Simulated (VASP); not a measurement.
# AlN (P1) in VASP: further runs

Runs on AlN. Level: PBE. Tasks: single point.

Program: VASP 6.6.1. These are calculated values, not measurements. Logs are shortened: lines on timing, memory, paths and dates and some standing lists are left out, and cuts for length are marked.

## 1. The cell of the first run

The typed cell holds 4 atoms: a = 3.111 Å, b = 3.111 Å, c = 4.978 Å, α = 90.00°, β = 90.00°, γ = 120.00°.

## 2. Single point, PBE (atoms moved at random)

INCAR reads:

```
  PREC = Accurate
  ENCUT = 520
  EDIFF = 1E-6
  ISMEAR = 0
  SIGMA = 0.05
  LREAL = F
  LASPH = T
  NELM = 60
  ALGO = Normal
  ISIF = 2
  LWAVE = F
  LCHARG = T
  GGA = PE
  LELF = T
  LVHAR = T
  NBANDS = 16
```

KPOINTS reads:

```
regular mesh
0
Gamma
  12 12 6
```

POSCAR reads:

```
AlN
1.0
    3.1110021516      0.0000000000      0.0000000000
   -1.5555010758      2.6942068945      0.0000000000
    0.0000000000      0.0000000000      4.9780000000
Al N
2 2
Direct
    0.2975134465      0.6410598885     -0.0475936351
    0.6935031174      0.3592081768      0.4885561274
    0.3661637985      0.7133904999      0.4288797804
    0.6428196376      0.2863414348      0.9001577274
```

Potentials or basis: VASP PAW PBE potentials, release 64 (Al, N).

Run with:

```console
cat potpaw_PBE.64/Al/POTCAR potpaw_PBE.64/N/POTCAR > POTCAR
mpirun -np 1 vasp_std > vasp.out
```

OUTCAR:

```text
PREC = Accurate
   ENCUT = 520
   EDIFF = 1E-6
   ISMEAR = 0
   LREAL = F
   LASPH = T
   NELM = 60
   ISIF = 2
   GGA = PE

 ion  position               nearest neighbor table
   1  0.298  0.641  0.952-   4 1.76   4 1.78   4 1.90   3 2.38   2 2.83   2 2.95   2 3.01   2 3.13
                             2 3.24   2 3.30
   2  0.694  0.359  0.489-   3 1.77   3 1.84   3 1.86   4 2.06   1 2.83   1 2.95   1 3.01   1 3.13
                             1 3.24   1 3.30
   3  0.366  0.713  0.429-   2 1.77   2 1.84   2 1.86   1 2.38
   4  0.643  0.286  0.900-   1 1.76   1 1.78   1 1.90   2 2.06

  LATTYP: Found a hexagonal cell.
 ALAT       =     3.1110021516
 C/A-ratio  =     1.6001274694

  Lattice vectors:

 A1 = (   3.1110021516,   0.0000000000,   0.0000000000)
 A2 = (  -1.5555010758,   2.6942068945,   0.0000000000)
 A3 = (   0.0000000000,   0.0000000000,   4.9780000000)

Analysis of symmetry for initial positions (statically):
=====================================================================
 Subroutine PRICEL returns:
 Original cell was already a primitive cell.

 Routine SETGRP: Setting up the symmetry group for a
 hexagonal supercell.

 Subroutine GETGRP returns: Found  1 space group operations
 (whereof  1 operations were pure point group operations)
 out of a pool of 24 trial point group operations.

The static configuration has the point symmetry C_1 .

Analysis of symmetry for dynamics (positions and initial velocities):
=====================================================================
 Subroutine PRICEL returns:
 Original cell was already a primitive cell.

 Routine SETGRP: Setting up the symmetry group for a
 hexagonal supercell.

 Subroutine GETGRP returns: Found  1 space group operations
 (whereof  1 operations were pure point group operations)
 out of a pool of 24 trial point group operations.

The dynamic configuration has the point symmetry C_1 .

 Subroutine INISYM returns: Found  1 space group operations
 (whereof  1 operations are pure point group operations),
 and found     1 'primitive' translations

----------------------------------------------------------------------------------------

                                     Primitive cell

  volume of cell :      41.7240

  direct lattice vectors                    reciprocal lattice vectors
     3.111002152  0.000000000  0.000000000     0.321439829  0.185583372  0.000000000
    -1.555501076  2.694206895  0.000000000     0.000000000  0.371166744  0.000000000
     0.000000000  0.000000000  4.978000000     0.000000000  0.000000000  0.200883889

  length of vectors
     3.111002152  3.111002152  4.978000000     0.371166744  0.371166744  0.200883889

  position of ions in fractional coordinates (direct lattice)
     0.297513446  0.641059889  0.952406365
     0.693503117  0.359208177  0.488556127
     0.366163798  0.713390500  0.428879780
     0.642819638  0.286341435  0.900157727

  ion indices of the primitive-cell ions
   primitive index   ion index
                 1           1
                 2           2
                 3           3
                 4           4

----------------------------------------------------------------------------------------

 KPOINTS: regular mesh

Automatic generation of k-mesh.
 Grid dimensions read from file:
 generate k-points for:   12   12    6

 Generating k-lattice:

  Cartesian coordinates                     Fractional coordinates (reciprocal lattice)
     0.026786652  0.015465281  0.000000000     0.083333333  0.000000000  0.000000000
     0.000000000  0.030930562  0.000000000     0.000000000  0.083333333  0.000000000
     0.000000000  0.000000000  0.033480648     0.000000000  0.000000000  0.166666667

  Length of vectors
     0.030930562  0.030930562  0.033480648

  Shift w.r.t. Gamma in fractional coordinates (k-lattice)
     0.000000000  0.000000000  0.000000000

 Subroutine IBZKPT returns following result:
 ===========================================

 Found    436 irreducible k-points:

 Following reciprocal coordinates:
            Coordinates               Weight
  0.000000  0.000000  0.000000      1.000000
  0.083333  0.000000  0.000000      2.000000
  0.000000  0.083333  0.000000      2.000000
 -0.083333  0.083333  0.000000      2.000000
  0.166667 -0.000000  0.000000      2.000000
  0.000000  0.166667  0.000000      2.000000
[... 16 lines left out ...]
  0.166667  0.083333  0.000000      2.000000
 -0.083333  0.250000  0.000000      2.000000
 [... further k-points ...]
   k-points           NKPTS =    436   k-points in BZ     NKDIM =    436   number of bands    NBANDS=     16
   number of dos      NEDOS =    301   number of ions     NIONS =      4
   total plane-waves  NPLWV =  23040
   dimension x,y,z NGX =    24 NGY =   24 NGZ =   40
   dimension x,y,z NGXF=    48 NGYF=   48 NGZF=   80
   ions per type =               2   2
   NGX,Y,Z   is equivalent  to a cutoff of  12.83, 12.83, 13.36 a.u.
   NGXF,Y,Z  is equivalent  to a cutoff of  25.65, 25.65, 26.72 a.u.
 SYSTEM =  unknown system
   PREC   = accura    normal or accurate (medium, high low for compatibility)
   ISTART =      0    job   : 0-new  1-cont  2-samecut
   ICHARG =      2    charge: 1-file 2-atom 10-const
   ISPIN  =      1    spin polarized calculation?
   LNONCOLLINEAR =      F non collinear calculations
   LSORBIT =      F    spin-orbit coupling
   LASPH  =      T    aspherical Exc in radial PAW
   ENCUT  =  520.0 eV  38.22 Ry    6.18 a.u.   5.78  5.78  9.26*2*pi/ulx,y,z
   NELM   =     60;   NELMIN=  2; NELMDL= -5     # of ELM steps
   EDIFF  = 0.1E-05   stopping-criterion for ELM
   LREAL  =      F    real-space projection
   EDIFFG = 0.1E-04   stopping-criterion for IOM
   NSW    =      0    number of steps for IOM
   IBRION =     -1    ionic relax: 0-MD 1-quasi-New 2-CG
   NFREE  =      0    steps in history (QN), initial steepest desc. (CG)
   ISIF   =      2    stress and relaxation
   ISYM   =      2    0-nonsym 1-usesym 2-fastsym
   POTIM  = 0.5000    time-step for ionic-motion
   TEBEG  =    0.0;   TEEND  =   0.0 temperature during run
   PSTRESS=    0.0 pullay stress
   NELECT =      16.0000    total number of electrons
   NUPDOWN=      -1.0000    fix difference up-down
   EMIN   =  10.00;   EMAX   =-10.00  energy-range for DOS
   EFERMI =   0.00;   METHOD = LEGACY
   ISMEAR =     0;   SIGMA  =   0.05  broadening in eV -4-tet -1-fermi 0-gaus
   EFERMI_NEDOS =   21; number of points for ismear=-14 and -15
   IALGO  =     38    algorithm
   IMIX   =      4    mixing-type and parameters
     AMIX     =   0.40;   BMIX     =  1.00
     AMIX_MAG =   1.60;   BMIX_MAG =  1.00
  volume/ion in A,a.u.               =      10.43        70.39
  Fermi-wavevector in a.u.,A,eV,Ry     =   1.189377  2.247596 19.247033  1.414617
  Thomas-Fermi vector in A             =   2.325485
   LORBIT       =      0    0 simple, 1 ext, 2 COOP (PROOUT), +10 PAW based schemes
   GGA     = PE    functional components
   LHFCALC =     F    Hartree Fock is set to
   AEXX    =    0.0000 exact exchange contribution
   IVDW    =     0    specifies the selected vdW correction
   LEPSILON=     F    determine dielectric tensor
   LRPA    =     F    only Hartree local field effects (RPA)
 non-spin polarized calculation
 Gauss-broadening in eV      SIGMA  =   0.05
  energy-cutoff  :      520.00
  volume of cell :       41.72
 maximum number of plane-waves:      1152
   NGX = 11   NGY = 11   NGZ = 19

 number of electron      16.0000000 magnetization

 Free energy of the ion-electron system (eV)
  ---------------------------------------------------
  ext. energy  EPLUGINS =         0.00000000
  ---------------------------------------------------
  free energy    TOTEN  =       -28.81662109 eV

  energy without entropy =      -28.81662109  energy(sigma->0) =      -28.81662109

 E-fermi :   7.2132     XC(G=0): -10.8991

 val. band max:        7.0176585089   @ k =   0.0000   0.0000   0.0000
 cond. band min:      10.1374481748   @ k =   0.0000   0.0000   0.0000
 fundamental gap:      3.1197896659
 Fermi energy:         7.2132064961

 k-point     1 :       0.0000    0.0000    0.0000
  band No.  band energies     occupation
      1      -9.1814      2.00000
      2      -6.9253      2.00000
      3       0.4864      2.00000
      4       4.5110      2.00000
      5       4.9825      2.00000
      6       5.5461      2.00000
[... 8 lines left out ...]
     15      18.9623      0.00000
     16      19.7953      0.00000

 k-point     2 :       0.0833    0.0000    0.0000
  band No.  band energies     occupation
      1      -9.0932      2.00000
      2      -6.8709      2.00000
      3       0.5907      2.00000
      4       4.2105      2.00000
      5       4.7873      2.00000
      6       5.2197      2.00000
[... 8 lines left out ...]
     15      19.1534      0.00000
     16      19.5526      0.00000

 k-point     3 :       0.0000    0.0833    0.0000
  band No.  band energies     occupation
      1      -9.0915      2.00000
      2      -6.8740      2.00000
      3       0.5933      2.00000
      4       4.1804      2.00000
      5       4.8486      2.00000
      6       5.2140      2.00000
[... 8 lines left out ...]
     15      18.8486      0.00000
     16      19.6563      0.00000

 k-point     4 :      -0.0833    0.0833    0.0000
  band No.  band energies     occupation
      1      -9.0939      2.00000
      2      -6.8716      2.00000
      3       0.5902      2.00000
      4       4.3804      2.00000
      5       4.6038      2.00000
      6       5.3356      2.00000
[... 8 lines left out ...]
     15      19.1543      0.00000
     16      19.4927      0.00000
[... 324 lines left out ...]
 k-point    22 :      -0.1667    0.0833    0.0000
  band No.  band energies     occupation
      1      -8.9239      2.00000
      2      -6.7670      2.00000
      3       0.7931      2.00000
      4       3.8362      2.00000
      5       4.1828      2.00000
      6       4.8646      2.00000
[... 8 lines left out ...]
     15      18.2108      0.00000
     16      20.0129      0.00000

 k-point    23 :       0.1667    0.0833    0.0000
  band No.  band energies     occupation
      1      -8.5874      2.00000
      2      -6.6001      2.00000
      3       1.2058      2.00000
      4       2.6833      2.00000
      5       3.6559      2.00000
      6       4.5118      2.00000
[... 8 lines left out ...]
     15      18.5430      0.00000
     16      18.9853      0.00000

 k-point    24 :      -0.0833    0.2500    0.0000
  band No.  band energies     occupation
      1      -8.5832      2.00000
      2      -6.6154      2.00000
      3       1.2134      2.00000
      4       2.8629      2.00000
      5       3.5955      2.00000
      6       4.3979      2.00000
[... 8 lines left out ...]
     15      18.6559      0.00000
     16      19.2815      0.00000

 [... further k-points ...]

------------------------ aborting loop because EDIFF is reached ----------------------------------------

  FORCE on cell =-STRESS in cart. coord.  units (eV):
  Direction    XX          YY          ZZ          XY          YZ          ZX
  --------------------------------------------------------------------------------------
  -------------------------------------------------------------------------------------
  Total        2.5541480      7.3800052     -0.9538947      1.2567870      0.6418396      0.3475874
  in kB       98.0777490    283.3877687    -36.6289838     48.2598682     24.6462556     13.3471475
  external PRESSURE =     114.9455113 kB  Pullay stress =       0.0000000 kB

 VOLUME and BASIS-vectors are now :
 -----------------------------------------------------------------------------
  energy-cutoff  :      520.00
  volume of cell :       41.72
      direct lattice vectors                 reciprocal lattice vectors
     3.111002152  0.000000000  0.000000000     0.321439829  0.185583372  0.000000000
    -1.555501076  2.694206895  0.000000000     0.000000000  0.371166744  0.000000000
     0.000000000  0.000000000  4.978000000     0.000000000  0.000000000  0.200883889

 POSITION                                       TOTAL-FORCE (eV/Angst)
 -----------------------------------------------------------------------------------
     -0.07160      1.72715      4.74108         1.514342     -0.931589      1.674205
      1.59874      0.96778      2.43203        -0.418925      0.978114      0.556283
      0.02946      1.92202      2.13496         0.067805     -1.958371     -1.573735
      1.55441      0.77146      4.48099        -1.163222      1.911846     -0.656753
 -----------------------------------------------------------------------------------
    total drift:                               -0.000108     -0.000161      0.000196

  FREE ENERGIE OF THE ION-ELECTRON SYSTEM (eV)
  ---------------------------------------------------
  free  energy   TOTEN  =       -28.8166210872 eV

  energy  without entropy=      -28.8166210872  energy(sigma->0) =      -28.81662109
```

Run time: 2 min. Hardware: 1 thread of Intel Xeon Platinum 8488C (Sapphire Rapids), shared host; peak memory 0.35 GiB.

Results:

```
Free energy            : -28.8166 eV
Pressure               : 11.5 GPa
Largest force          : 2.513 eV/Å
Band gap on the k mesh : 3.12 eV
```

Forces in eV/Å, atoms in the order of the input:
```
Al   1.514 -0.932  1.674
Al  -0.419  0.978  0.556
N    0.068 -1.958 -1.574
N   -1.163  1.912 -0.657
```

Caveat: the cell differs from its parent crystal (atoms moved at random); the cell stands under pressure; forces of over 1 eV/Å act on the atoms, so gaps and moduli don't describe the material at rest.

## 3. Single point, PBE (atoms moved at random and the cell strained at random)

INCAR reads:

```
ALGO = Normal
EDIFF = 1E-7
ENCUT = 520
GGA = PE
ISIF = 2
ISMEAR = 0
LASPH = True
LCHARG = True
LELF = True
LREAL = False
LVHAR = True
LWAVE = False
NBANDS = 16
NELM = 100
PREC = Accurate
SIGMA = 0.05
```

KPOINTS reads:

```
k-points
0
Gamma
  12 12 6
```

POSCAR reads:

```
AlN
1.0
    3.1041845283     -0.0248124082      0.0298847953
   -1.5735804400      2.7207912357     -0.0087609448
    0.0478194818      0.0114212729      5.0256071968
Al N
2 2
Direct
    0.3640855701      0.6639774920     -0.0142188378
    0.6897930255      0.3396451719      0.5019518015
    0.3262765779      0.6654299239      0.4132688771
    0.6198448265      0.3309474123      0.8689981592
```

Potentials or basis: VASP PAW PBE potentials, release 64 (Al, N).

Run with:

```console
cat potpaw_PBE.64/Al/POTCAR potpaw_PBE.64/N/POTCAR > POTCAR
mpirun -np 1 vasp_std > vasp.out
```

It took 1.9 min on 1 thread of Intel Xeon Platinum 8488C (Sapphire Rapids), shared host; peak memory 0.35 GiB.

Results (log left out):

| Quantity | Value |
| --- | --- |
| Free energy | -28.8612 eV |
| Pressure | 9.2 GPa |
| Largest force | 4.581 eV/Å |
| Band gap on the k mesh | 3.64 eV |

Forces in eV/Å, atoms in the order of the input:
```
Al  -3.883  1.659  1.775
Al  -2.186 -0.842 -0.053
N    2.144  0.831 -2.802
N    3.925 -1.647  1.081
```

Stress tensor (GPa, compression positive):
```
 17.59  -2.89 -10.03
 -2.89   8.34   1.93
-10.03   1.93   1.77
```

Levels at points of the mesh, in eV from the valence-band top:
```tsv
k point	band 4	band 5	band 6	band 7	band 8	band 9	band 10	band 11	band 12	band 13
(0.00, 0.00, 0.00)	-1.63	-1.04	-0.49	-0.38	0.00	3.64	6.44	9.85	10.65	11.12
(0.50, 0.00, 0.00)	-4.24	-3.51	-2.67	-1.51	-1.05	5.06	5.54	7.29	10.17	10.45
(0.00, 0.50, 0.00)	-4.41	-3.47	-2.27	-1.80	-0.91	5.38	5.68	7.27	10.09	10.81
(0.50, 0.50, 0.00)	-4.62	-3.28	-2.21	-2.08	-0.81	5.58	5.91	7.46	9.86	10.84
(0.00, 0.00, 0.50)	-3.23	-1.49	-0.95	-0.59	-0.41	5.94	6.25	8.72	10.76	10.98
(0.50, 0.00, 0.50)	-5.51	-2.41	-1.89	-1.45	-1.25	4.86	5.38	8.15	8.73	11.07
(0.00, 0.50, 0.50)	-5.61	-1.95	-1.92	-1.27	-1.17	4.78	5.18	8.33	8.70	10.87
(0.50, 0.50, 0.50)	-5.66	-1.88	-1.66	-1.30	-1.07	4.66	4.96	8.58	8.74	10.95
```

Caveat: the cell differs from its parent crystal (atoms moved at random and the cell strained at random); the cell stands under pressure; forces of over 1 eV/Å act on the atoms, so gaps and moduli don't describe the material at rest.
